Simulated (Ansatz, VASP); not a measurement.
# Si2W in VASP and in Ansatz

```
W Si
1.0
    -1.63842    1.63842    3.99173
     1.63842   -1.63842    3.99173
     1.63842    1.63842   -3.99173
W Si
1 2
Direct
  0.00000 0.00000 0.00000
  0.66530 0.66530 0.00000
  0.33470 0.33470 0.00000
```

Change from the starting cell: volume scaled by 1.06.

Alike in both runs: task single point; functional PBE; k mesh 12 × 12 × 12; occupations fermi-dirac, width 0.05 eV; no spin polarisation.

```csv
,VASP,Ansatz
version,VASP 6.6.1,Ansatz 0.2.0
potentials or method,"VASP PAW PBE potentials, release 64 (W_sv, Si), cutoff 520 eV","all-electron LAPW, scalar-relativistic"
```

Ansatz gave:

```
gap on the k mesh at the Fermi level (eV)                     : none
pressure (GPa)                                                : -8.8
traceless stress, the component that is largest in VASP (GPa) : -0.65
rms of the force components (eV/Å)                            : 0.036
```

Question: Which values does VASP return?

Answer: gap on the k mesh at the Fermi level (eV): none; pressure (GPa): -8.8; traceless stress, the component that is largest in VASP (GPa): -0.69; rms of the force components (eV/Å): 0.035.

Atom by atom the forces differ by 0.002 eV/Å (rms over components). A gap of «none» marks a metal or a gap that the smearing closes. Ansatz ran all-electron here, and VASP with PAW potentials.

Neither program's run includes spin-orbit coupling.
